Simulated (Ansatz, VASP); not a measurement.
## Two plane-wave programs on Ta

File INCAR:

```
SYSTEM = Ta
ALGO     = Normal         ! electronic algorithm
EDIFF    = 1E-7           ! SCF threshold, eV
EDIFFG   = -0.001         ! ionic threshold
ENCUT    = 600            ! plane-wave cutoff, eV
GGA      = PS             ! functional
IBRION   = 2              ! ionic algorithm
ISIF     = 3              ! what is computed and relaxed
ISMEAR   = -1             ! smearing method
LASPH    = .True.         ! aspherical terms in the spheres
LCHARG   = .False.        ! write CHGCAR
LREAL    = .False.        ! projectors in reciprocal space
LWAVE    = .False.        ! write WAVECAR
NELM     = 60             ! most SCF steps
NSW      = 80             ! ionic steps
PREC     = Accurate       ! precision mode
SIGMA    = 0.15           ! smearing width, eV
```

The input KPOINTS:

```
k-points
0
Gamma
  16 16 16
  0 0 0
```

POSCAR

```
Ta
1.0
   -1.6412554326      1.6412554326      1.6412554326
    1.6412554326     -1.6412554326      1.6412554326
    1.6412554326      1.6412554326     -1.6412554326
Ta
1
Direct
    0.0000000000      0.0000000000      0.0000000000
```

Input for Ansatz:

```yaml
crystal:
  lattice:
    - [-1.6412554325, 1.6412554325, 1.6412554325]
    - [1.6412554325, -1.6412554325, 1.6412554325]
    - [1.6412554325, 1.6412554325, -1.6412554325]
  atoms:
    - { symbol: Ta, position: [0.0, 0.0, 0.0] }
basis:
  ecutwfc: 420
kpoints:
  mp_grid: { grid: [16, 16, 16] }
hamiltonian:
  xc: pbesol
  pseudopotentials: { kind: paw, azcp: { folder: soft_1 } }
scf:
  occupations: { method: fermi_dirac, width: 0.15 }
output:
  forces: true
  stress: true
  eigenvalues: true
relax:
  adjacent_minimum: "off"
  f_tol: 0.001
  max_steps: 60
  cell: { stress_tol: 0.01 }
```

Alike in both runs: task relaxation of cell and atoms; functional PBEsol; k mesh 16 × 16 × 16; occupations fermi-dirac, width 0.15 eV; no spin polarisation.

|  | VASP | Ansatz |
| --- | --- | --- |
| version | VASP 6.6.1 | Ansatz 0.2.0 |
| potentials or method | VASP PAW PBE potentials, release 64 (Ta_pv), cutoff 600 eV | scalar-relativistic, plane waves, PAW |
| valence electrons in the cell | 11 | 13 |

```csv
,VASP,Ansatz,Ansatz less VASP
"gap on the k mesh at the Fermi level, each at its own relaxed structure (eV)",none,none,-
relaxed volume (Å³/atom),17.73,17.71,-0.018
relaxed length of the cell vector where the two differ most in proportion (Å),2.845,2.844,-0.0009
```

VASP's potentials were made for PBE, not for PBEsol, and Ansatz warns of the same on its side. A gap of «none» marks a metal or a gap that the smearing closes. VASP's potentials hold 11 valence electrons a cell and Ansatz's 13, so a difference there can come from the potentials and not from the codes.

Neither program's run includes spin-orbit coupling.
